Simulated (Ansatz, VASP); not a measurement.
Two plane-wave programs on GaN

The input INCAR:

```
PREC = Accurate ; ENCUT = 600
EDIFF = 1E-6 ; ISMEAR = 0
SIGMA = 0.01 ; LREAL = F
LASPH = T ; NELM = 120
ALGO = Normal ; ISIF = 2
LWAVE = F ; LCHARG = F
GGA = PE ; NBANDS = 16
GGA_COMPAT = F
```

File KPOINTS:

```
regular mesh
0
Gamma
  5 5 5
```

Contents of POSCAR:

```
GaN
1.0
    0.0000000000      2.2535010000      2.2535010000
    2.2535010000      0.0000000000      2.2535010000
    2.2535010000      2.2535010000      0.0000000000
Ga N
1 1
Direct
    0.0000000000      0.0000000000      0.0000000000
    0.7500000000      0.7500000000      0.7500000000
```

Input for Ansatz:

```yaml
crystal:
  lattice:
    - [0.0, 2.253501, 2.253501]
    - [2.253501, 0.0, 2.253501]
    - [2.253501, 2.253501, 0.0]
  atoms:
    - { symbol: Ga, position: [0.0, 0.0, 0.0] }
    - { symbol: "N", position: [0.75, 0.75, 0.75] }
basis:
  ecutwfc: 462.593566181796
kpoints:
  mp_grid:
    grid: [5, 5, 5]
hamiltonian:
  xc: pbe
  pseudopotentials:
    kind: paw
scf:
  occupations:
    method: fixed
output:
  eigenvalues: true
```

Alike in both runs: task single point; functional PBE; k mesh 5 × 5 × 5; no spin polarisation.

|  | VASP | Ansatz |
| --- | --- | --- |
| version | VASP 6.6.1 | Ansatz 0.2.0 |
| potentials or method | VASP PAW PBE potentials, release 64 (Ga_d, N), cutoff 600 eV | plane waves, PAW |
| occupations | gaussian, width 0.01 eV | fixed |
| valence electrons in the cell | 18 | 18 |

|  | VASP | Ansatz | Ansatz less VASP |
| --- | --- | --- | --- |
| gap on the k mesh at the Fermi level (eV) | 1.72 | 1.71 | -0.006 |

The k mesh is coarse, so the values compare programs but aren't converged.
